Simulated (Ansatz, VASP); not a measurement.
## Li2Nb: VASP beside Ansatz

INCAR

```
SYSTEM = Li2Nb
  PREC = Accurate
  ENCUT = 600
  EDIFF = 1E-7
  ISMEAR = 0
  SIGMA = 0.1
  LREAL = .FALSE.
  LASPH = .TRUE.
  NELM = 100
  ALGO = Normal
  ISIF = 3
  LWAVE = .FALSE.
  LCHARG = .FALSE.
  GGA = PE
  IBRION = 2
  NSW = 90
  EDIFFG = -0.04
```

Contents of KPOINTS:

```
Automatic mesh
0
G
  9 9 4
  0 0 0
```

Contents of POSCAR:

```
Li2Nb
1.0
    2.7809289600      0.0000000000      0.0000000000
   -1.3904644800      2.4083551200      0.0000000000
    0.0000000000      0.0000000000      5.5885382400
Li Nb
2 1
Direct
    0.0000000000      0.0000000000      0.1605760300
    0.0000000000      0.0000000000      0.8394239700
    0.0000000000      0.0000000000      0.5000000000
```

Input for Ansatz:

```yaml
crystal:
  lattice:
    - [2.78092896, 0.0, 0.0]
    - [-1.39046448, 2.40835512, 0.0]
    - [0.0, 0.0, 5.58853824]
  atoms:
    - { symbol: Li, position: [0.0, 0.0, 0.16057603] }
    - { symbol: Li, position: [0.0, 0.0, 0.83942397] }
    - { symbol: Nb, position: [0.0, 0.0, 0.5] }
basis:
  ecutwfc: 420
kpoints:
  mp_grid: { grid: [9, 9, 4] }
hamiltonian:
  xc: pbe
scf:
  occupations: { method: gaussian, width: 0.1 }
  lower_state_search: "off"
output:
  forces: true
  stress: true
  eigenvalues: true
relax:
  adjacent_minimum: "off"
  f_tol: 0.04
  max_steps: 70
  cell: { stress_tol: 0.4 }
```

Alike in both runs: task relaxation of cell and atoms; functional PBE; k mesh 9 × 9 × 4; occupations gaussian, width 0.1 eV; no spin polarisation.

|  | VASP | Ansatz |
| --- | --- | --- |
| version | VASP 6.6.1 | Ansatz 0.2.0 |
| potentials or method | VASP PAW PBE potentials, release 64 (Li_sv, Nb_sv), cutoff 600 eV | scalar-relativistic, plane waves, PAW |
| valence electrons in the cell | 19 | 19 |

|  | VASP | Ansatz | Ansatz less VASP |
| --- | --- | --- | --- |
| gap on the k mesh at the Fermi level, each at its own relaxed structure (eV) | none | none | - |
| relaxed volume (Å³/atom) | 17.43 | 18.77 | +1.338 |
| relaxed cell length with the largest relative difference (Å) | 7.918 | 8.432 | +0.5136 |

A gap of «none» marks a metal or a gap that the smearing closes. One of these differences is far larger than is usual between the two programs; its cause wasn't traced.

Noted on VASP's run: the cutoff is short for stress, so the pressure is rough; the volume moved by over 15 % at a fixed basis, so the end points are rough.
